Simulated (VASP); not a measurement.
Set up this calculation in VASP 6.6.1, as the native input.

* Task: density of states
* Functional: PBE
* Potentials or basis: VASP PAW PBE potentials, release 64 (Zn, S)
* Cutoff: 520 eV
* k mesh: 15 × 15 × 15
* Occupations: fermi-dirac, width 0.05 eV
* Spin: no spin polarisation
* Dipole correction: no
* k mesh for the DOS: 23 × 23 × 23
* Occupations for the DOS: tetrahedron
* Further INCAR settings: ALGO = Normal; EDIFF = 1e-06

ZnS (rocksalt type):

```
Zn S
1.0
     0.00000    2.55173    2.55173
     2.55173    0.00000    2.55173
     2.55173    2.55173    0.00000
Zn S
1 1
Direct
  0.00000 0.00000 0.00000
  0.50000 0.50000 0.50000
```

The input as run:

POSCAR

```
ZnS
1.0
    0.0000000000      2.5517285525      2.5517285525
    2.5517285525      0.0000000000      2.5517285525
    2.5517285525      2.5517285525      0.0000000000
Zn S
1 1
Direct
    0.0000000000      0.0000000000      0.0000000000
    0.5000000000      0.5000000000      0.5000000000
```

INCAR.step1

```
SYSTEM = ZnS
ALGO = Normal
EDIFF = 1E-6
ENCUT = 520
GGA = PE
ISIF = 2
ISMEAR = -1
LASPH = .True.
LCHARG = .True.
LREAL = .False.
LWAVE = .False.
NBANDS = 16
NELM = 80
PREC = Accurate
SIGMA = 0.05
```

KPOINTS.step1

```
k-points
0
Gamma
  15 15 15
  0 0 0
```

INCAR.step2

```
SYSTEM = ZnS
ALGO = Normal
EDIFF = 1E-6
ENCUT = 520
GGA = PE
ICHARG = 11
ISIF = 2
ISMEAR = -5
LASPH = .True.
LCHARG = .False.
LORBIT = 11
LREAL = .False.
LWAVE = .False.
NEDOS = 2001
NELM = 80
PREC = Accurate
SIGMA = 0.05
```

KPOINTS.step2

```
k-points
0
Gamma
  23 23 23
  0 0 0
```

Potentials or basis: VASP PAW PBE potentials, release 64 (Zn, S).

Command:

```sh
$ cat potpaw_PBE.64/Zn/POTCAR potpaw_PBE.64/S/POTCAR > POTCAR
$ cp INCAR.step1 INCAR
$ cp KPOINTS.step1 KPOINTS
$ mpirun -np 1 vasp_std > vasp.out
$ cp INCAR.step2 INCAR
$ cp KPOINTS.step2 KPOINTS
$ mpirun -np 1 vasp_std > vasp.out
```

Results of the run:

- Valence electrons inside the program's atomic spheres: Zn 10.62; S 3.73

Wall time 95 s on 1 thread of Intel(R) Xeon(R) Platinum 8488C (Sapphire Rapids), on a shared host, peak memory 0.28 GiB.
